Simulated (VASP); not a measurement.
# Ir (I4/mmm) in VASP: a series of runs

Runs on Ir. Level: PBE. Tasks: single point.

Program: VASP 6.6.1. These are calculated values, not measurements. Logs are shortened: lines on timing, memory, paths and dates and some standing lists are left out, and cuts for length are marked.

## (1) The cell of the first run

Symmetry: I4/mmm, No. 139, tetragonal system. Conventional cell: a = 2.709 Å, b = 2.709 Å, c = 3.793 Å, α = 90.00°, β = 90.00°, γ = 90.00°. Ir (site symmetry 4/mmm) has 12 Ir at 2.70 to 2.71 Å within 3.6 Å.

## (2) Single point, PBE

Input file INCAR:

```
SYSTEM = Ir
ALGO     = Normal         ! electronic algorithm
EDIFF    = 1E-6           ! SCF threshold, eV
ENCUT    = 520            ! plane-wave cutoff, eV
GGA      = PE             ! functional
ISIF     = 2              ! what is computed and relaxed
ISMEAR   = -1             ! smearing method
LASPH    = .TRUE.         ! aspherical terms in the spheres
LCHARG   = .FALSE.        ! write CHGCAR
LREAL    = .FALSE.        ! projectors in reciprocal space
LWAVE    = .FALSE.        ! write WAVECAR
NBANDS   = 10             ! bands
NELM     = 80             ! most SCF steps
PREC     = Accurate       ! precision mode
SIGMA    = 0.05           ! smearing width, eV
```

Input file KPOINTS:

```
k-points
0
G
  12 12 12
  0 0 0
```

Input file POSCAR:

```
Ir
1.0
    0.0000000000      1.9156000000      1.9156000000
    1.8964440000      0.0000000000      1.9156000000
    1.8964440000      1.9156000000      0.0000000000
Ir
1
Direct
    0.0000000000      0.0000000000      0.0000000000
```

Potentials or basis: VASP PAW PBE potentials, release 64 (Ir).

Run with:

```bash
cat potpaw_PBE.64/Ir/POTCAR > POTCAR
mpirun -np 1 vasp_std > vasp.out
```

OUTCAR:

```text
SYSTEM = Ir
   EDIFF = 1E-6
   ENCUT = 520
   GGA = PE
   ISIF = 2
   ISMEAR = -1
   LASPH = .TRUE.
   LREAL = .FALSE.
   NELM = 80
   PREC = Accurate

 ion  position               nearest neighbor table
   1  0.000  0.000  0.000-

  LATTYP: Found a body centered tetragonal cell.
 ALAT       =     2.7090675001
 C/A-ratio  =     1.4000714267

  Lattice vectors:

 A1 = (  -1.8964440000,   0.0000000000,  -1.9156000000)
 A2 = (  -1.8964440000,   0.0000000000,   1.9156000000)
 A3 = (   1.8964440000,   1.9156000000,   0.0000000000)

Analysis of symmetry for initial positions (statically):
=====================================================================
 Subroutine PRICEL returns:
 Original cell was already a primitive cell.

 Routine SETGRP: Setting up the symmetry group for a
 body centered tetragonal supercell.

 Subroutine GETGRP returns: Found 16 space group operations
 (whereof 16 operations were pure point group operations)
 out of a pool of 16 trial point group operations.

The static configuration has the point symmetry D_4h.

Analysis of symmetry for dynamics (positions and initial velocities):
=====================================================================
 Subroutine PRICEL returns:
 Original cell was already a primitive cell.

 Routine SETGRP: Setting up the symmetry group for a
 body centered tetragonal supercell.

 Subroutine GETGRP returns: Found 16 space group operations
 (whereof 16 operations were pure point group operations)
 out of a pool of 16 trial point group operations.

The dynamic configuration has the point symmetry D_4h.

 Subroutine INISYM returns: Found 16 space group operations
 (whereof 16 operations are pure point group operations),
 and found     1 'primitive' translations

----------------------------------------------------------------------------------------

                                     Primitive cell

  volume of cell :      13.9181

  direct lattice vectors                    reciprocal lattice vectors
     0.000000000  1.915600000  1.915600000    -0.263651339  0.261014826  0.261014826
     1.896444000  0.000000000  1.915600000     0.263651339 -0.261014826  0.261014826
     1.896444000  1.915600000  0.000000000     0.263651339  0.261014826 -0.261014826

  length of vectors
     2.709067500  2.695556196  2.695556196     0.453618239  0.453618239  0.453618239

  position of ions in fractional coordinates (direct lattice)
     0.000000000  0.000000000  0.000000000

[... 69 lines left out ...]
   ISPIN  =      1    spin polarized calculation?
   LNONCOLLINEAR =      F non collinear calculations
   LSORBIT =      F    spin-orbit coupling
   LASPH  =      T    aspherical Exc in radial PAW
   ENCUT  =  520.0 eV  38.22 Ry    6.18 a.u.   5.04  5.01  5.01*2*pi/ulx,y,z
   NELM   =     80;   NELMIN=  2; NELMDL= -5     # of ELM steps
   EDIFF  = 0.1E-05   stopping-criterion for ELM
   LREAL  =      F    real-space projection
   EDIFFG = 0.1E-04   stopping-criterion for IOM
   NSW    =      0    number of steps for IOM
   IBRION =     -1    ionic relax: 0-MD 1-quasi-New 2-CG
   NFREE  =      0    steps in history (QN), initial steepest desc. (CG)
   ISIF   =      2    stress and relaxation
   ISYM   =      2    0-nonsym 1-usesym 2-fastsym
   POTIM  = 0.5000    time-step for ionic-motion
   TEBEG  =    0.0;   TEEND  =   0.0 temperature during run
   PSTRESS=    0.0 pullay stress
   NELECT =       9.0000    total number of electrons
   NUPDOWN=      -1.0000    fix difference up-down
   EMIN   =  10.00;   EMAX   =-10.00  energy-range for DOS
[... 5 lines left out ...]
     AMIX     =   0.40;   BMIX     =  1.00
     AMIX_MAG =   1.60;   BMIX_MAG =  1.00
  volume/ion in A,a.u.               =      13.92        93.92
  Fermi-wavevector in a.u.,A,eV,Ry     =   1.415671  2.675231 27.267781  2.004125
  Thomas-Fermi vector in A             =   2.537086
   LORBIT       =      0    0 simple, 1 ext, 2 COOP (PROOUT), +10 PAW based schemes
   GGA     = PE    functional components
   LHFCALC =     F    Hartree Fock is set to
   AEXX    =    0.0000 exact exchange contribution
   IVDW    =     0    specifies the selected vdW correction
   LEPSILON=     F    determine dielectric tensor
   LRPA    =     F    only Hartree local field effects (RPA)
 non-spin polarized calculation
  energy-cutoff  :      520.00
  volume of cell :       13.92
 maximum number of plane-waves:       388
   NGX =  9   NGY =  9   NGZ =  9

 number of electron       9.0000001 magnetization

 Free energy of the ion-electron system (eV)
  ---------------------------------------------------
  ext. energy  EPLUGINS =         0.00000000
  ---------------------------------------------------
  free energy    TOTEN  =        -8.84020764 eV

  energy without entropy =       -8.83553791  energy(sigma->0) =       -8.83787277

 E-fermi :  10.7257     XC(G=0): -14.0864

 val. band max:       10.7236845259   @ k =  -0.2500   0.0833   0.0000
 cond. band min:      10.7319532358   @ k =   0.3333   0.0833   0.0833
 fundamental gap:      0.0082687099
 Fermi energy:        10.7256979704

 k-point     1 :       0.0000    0.0000    0.0000
  band No.  band energies     occupation
      1      -0.6042      2.00000
      2       6.6640      2.00000
      3       6.6640      2.00000
      4       6.7950      2.00000
      5       9.3738      2.00000
      6       9.5527      2.00000
      7      24.9890      0.00000
      8      30.5567      0.00000
      9      30.5567      0.00000
     10      30.8910      0.00000
[... 287 lines left out ...]
 k-point    24 :      -0.4167    0.1667    0.0000
  band No.  band energies     occupation
      1       3.3770      2.00000
      2       5.7974      2.00000
      3       7.4645      2.00000
      4       7.6376      2.00000
      5      11.1480      0.00043
      6      14.5640      0.00000
      7      18.0634      0.00000
      8      26.0058      0.00000
      9      28.4046      0.00000
     10      30.5123      0.00000

 [... further k-points ...]
[... 5 lines left out ...]
  --------------------------------------------------------------------------------------
  -------------------------------------------------------------------------------------
  Total        1.6389190      1.2721916      1.2721916     -0.0000000      0.0000000      0.0000000
  in kB      188.6637200    146.4479953    146.4479953     -0.0000000      0.0000000      0.0000000
  external PRESSURE =     160.5199035 kB  Pullay stress =       0.0000000 kB

 VOLUME and BASIS-vectors are now :
 -----------------------------------------------------------------------------
  energy-cutoff  :      520.00
  volume of cell :       13.92
      direct lattice vectors                 reciprocal lattice vectors
     0.000000000  1.915600000  1.915600000    -0.263651339  0.261014826  0.261014826
     1.896444000  0.000000000  1.915600000     0.263651339 -0.261014826  0.261014826
     1.896444000  1.915600000  0.000000000     0.263651339  0.261014826 -0.261014826

 POSITION                                       TOTAL-FORCE (eV/Angst)
 -----------------------------------------------------------------------------------
      0.00000      0.00000      0.00000         0.000000      0.000000      0.000000
 -----------------------------------------------------------------------------------
    total drift:                                0.000000      0.000000      0.000000

  FREE ENERGIE OF THE ION-ELECTRON SYSTEM (eV)
  ---------------------------------------------------
  free  energy   TOTEN  =        -8.8402076384 eV

  energy  without entropy=       -8.8355379067  energy(sigma->0) =       -8.83787277
```

OSZICAR:

```text
N       E                     dE             d eps       ncg     rms          rms(c)
DAV:   1     0.472957688933E+02    0.47296E+02   -0.43721E+03  3284   0.824E+02
DAV:   2    -0.852177343253E+01   -0.55818E+02   -0.52977E+02  3320   0.198E+02
DAV:   3    -0.938283485499E+01   -0.86106E+00   -0.85944E+00  3760   0.294E+01
DAV:   4    -0.939072884400E+01   -0.78940E-02   -0.78930E-02  3698   0.264E+00
DAV:   5    -0.939088024643E+01   -0.15140E-03   -0.15140E-03  3730   0.349E-01    0.159E+01
DAV:   6    -0.893753474800E+01    0.45335E+00   -0.74994E-01  3668   0.107E+01    0.660E+00
DAV:   7    -0.884651618872E+01    0.91019E-01   -0.27003E-01  3900   0.594E+00    0.144E+00
DAV:   8    -0.884492097386E+01    0.15952E-02   -0.20491E-03  3530   0.457E-01    0.123E+00
DAV:   9    -0.884021003243E+01    0.47109E-02   -0.29899E-03  3640   0.775E-01    0.345E-02
DAV:  10    -0.884020565054E+01    0.43819E-05   -0.25315E-05  4694   0.553E-02    0.337E-02
DAV:  11    -0.884020764176E+01   -0.19912E-05   -0.21160E-06  3542   0.158E-02    0.393E-03
DAV:  12    -0.884020763845E+01    0.33093E-08   -0.20083E-08  1778   0.130E-03
   1 F= -.88402076E+01 E0= -.88378728E+01  d E =-.466973E-02
```

Run time: 14 s. Hardware: 1 thread of Intel Xeon Platinum 8488C (Sapphire Rapids), shared host; peak memory 0.14 GiB.

Results:

| Quantity | Value |
| --- | --- |
| Free energy | -8.8402 eV |
| Pressure | 16.1 GPa |

Stress tensor (GPa, compression positive):
```
18.87  0.00  0.00
 0.00 14.64  0.00
 0.00  0.00 14.64
```

Levels at points of the mesh, in eV from the Fermi level:
```
           k point  band 1  band 2  band 3  band 4  band 5  band 6  band 7  band 8
(0.00, 0.00, 0.00)  -11.33   -4.06   -4.06   -3.93   -1.35   -1.17   14.26   19.83
(0.50, 0.00, 0.00)   -8.31   -4.20   -4.06   -0.84    0.85    0.93    7.40   13.80
(0.50, 0.50, 0.00)   -8.15   -7.55    0.86    1.42    1.55    1.59   10.61   11.75
(0.00, 0.50, 0.50)   -8.13   -7.56    0.85    1.50    1.50    1.81   10.89   11.63
```

Caveat: spin-orbit coupling is left out, which moves the levels of the heavy elements.

## (3) Single point, PBE

This run uses another cell than the first one, of 14.20 Å³/atom, 1.020 times its volume.

Input file INCAR:

```
SYSTEM = Ir
PREC = Accurate ; ENCUT = 520
EDIFF = 1E-7 ; ISMEAR = -1
SIGMA = 0.05 ; LREAL = .FALSE.
LASPH = .TRUE. ; NELM = 100
ALGO = Fast ; ISIF = 2
LWAVE = .FALSE. ; LCHARG = .FALSE.
GGA = PE ; NBANDS = 10
```

Input file KPOINTS:

```
regular mesh
0
G
  12 12 12
  0 0 0
```

Input file POSCAR:

```
Ir
1.0
    0.0000000000      1.9156000000      1.9156000000
    1.9347560000      0.0000000000      1.9156000000
    1.9347560000      1.9156000000      0.0000000000
Ir
1
Direct
    0.0000000000      0.0000000000      0.0000000000
```

Potentials or basis: VASP PAW PBE potentials, release 64 (Ir).

Run with:

```bash
cat potpaw_PBE.64/Ir/POTCAR > POTCAR
mpirun -np 1 vasp_std > vasp.out
```

Wall time 26 s (1 thread of Intel Xeon Platinum 8488C (Sapphire Rapids), shared host); peak memory 0.14 GiB.

Results (log left out):

```yaml
Free_energy: -8.8612 eV
Pressure: 7.8 GPa
```

Stress tensor (GPa, compression positive):
```
5.19 0.00 0.00
0.00 9.15 0.00
0.00 0.00 9.15
```

Levels at points of the mesh, in eV from the Fermi level:
| k point | band 1 | band 2 | band 3 | band 4 | band 5 | band 6 | band 7 | band 8 | band 9 |
| --- | --- | --- | --- | --- | --- | --- | --- | --- | --- |
| (0.00, 0.00, 0.00) | -11.11 | -3.98 | -3.85 | -3.85 | -1.31 | -1.14 | 14.31 | 19.66 | 19.97 |
| (0.50, 0.00, 0.00) | -8.09 | -4.07 | -3.93 | -0.78 | 0.82 | 0.89 | 7.20 | 13.85 | 19.65 |
| (0.50, 0.50, 0.00) | -7.90 | -7.33 | 0.82 | 1.37 | 1.51 | 1.74 | 10.52 | 11.55 | 11.66 |
| (0.00, 0.50, 0.50) | -7.91 | -7.32 | 0.84 | 1.43 | 1.43 | 1.53 | 10.25 | 11.79 | 11.79 |

Caveat: spin-orbit coupling is left out, which moves the levels of the heavy elements.

## (4) Single point, PBE

This run uses another cell than the first one, of 14.34 Å³/atom, 1.030 times its volume.

Input file INCAR:

```
SYSTEM = Ir
  ALGO = Normal
  EDIFF = 1E-7
  ENCUT = 520
  GGA = PE
  ISIF = 2
  ISMEAR = -1
  LASPH = .TRUE.
  LCHARG = .FALSE.
  LREAL = .FALSE.
  LWAVE = .FALSE.
  NBANDS = 10
  NELM = 80
  PREC = Accurate
  SIGMA = 0.05
```

Input file KPOINTS:

```
k-points
0
G
  12 12 12
  0 0 0
```

Input file POSCAR:

```
Ir
1.0
    0.0000000000      1.9156000000      1.9156000000
    1.9539120000      0.0000000000      1.9156000000
    1.9539120000      1.9156000000      0.0000000000
Ir
1
Direct
    0.0000000000      0.0000000000      0.0000000000
```

Run with:

```bash
cat potpaw_PBE.64/Ir/POTCAR > POTCAR
mpirun -np 1 vasp_std > vasp.out
```

It took 15 s on 1 thread of Intel Xeon Platinum 8488C (Sapphire Rapids), shared host; peak memory 0.14 GiB.

Results (log left out):

```yaml
Free_energy: -8.8631 eV
Pressure: 4.1 GPa
```

Stress tensor (GPa, compression positive):
```
-0.95  0.00  0.00
 0.00  6.69  0.00
 0.00  0.00  6.69
```

Levels at points of the mesh, in eV from the Fermi level:
```
           k point  band 2  band 3  band 4  band 5  band 6  band 7
(0.00, 0.00, 0.00)   -4.00   -3.74   -3.74   -1.38   -1.03   14.34
(0.50, 0.00, 0.00)   -4.06   -3.79   -0.74    0.78    0.92    7.11
(0.50, 0.50, 0.00)   -7.22    0.80    1.29    1.55    1.82   10.49
(0.00, 0.50, 0.50)   -7.20    0.84    1.40    1.40    1.41    9.95
```

Caveat: spin-orbit coupling is left out, which moves the levels of the heavy elements.

## (5) Summary

| cell | gap on the mesh (eV) | pressure (GPa) |
| --- | --- | --- |
| a = 2.709, b = 2.696, c = 2.696 Å, angles 60.3, 59.8, 59.8°, 1 atom | none | 16.1 |
| a = 2.709, b = 2.723, c = 2.723 Å, angles 59.7, 60.2, 60.2°, 1 atom | none | 7.8 |
| a = 2.709, b = 2.736, c = 2.736 Å, angles 59.3, 60.3, 60.3°, 1 atom | none | 4.1 |

Alike in all rows: task single point; level PBE; potentials or basis VASP PAW PBE potentials, release 64 (Ir); no spin polarisation; k mesh 12 × 12 × 12; cutoff (eV) 520; smearing fermi-dirac 0.05 eV.

Caveats: spin-orbit coupling is left out, which moves the levels of the heavy elements.

Total energies depend on the potentials used, so only differences within one code and one set of settings carry meaning.
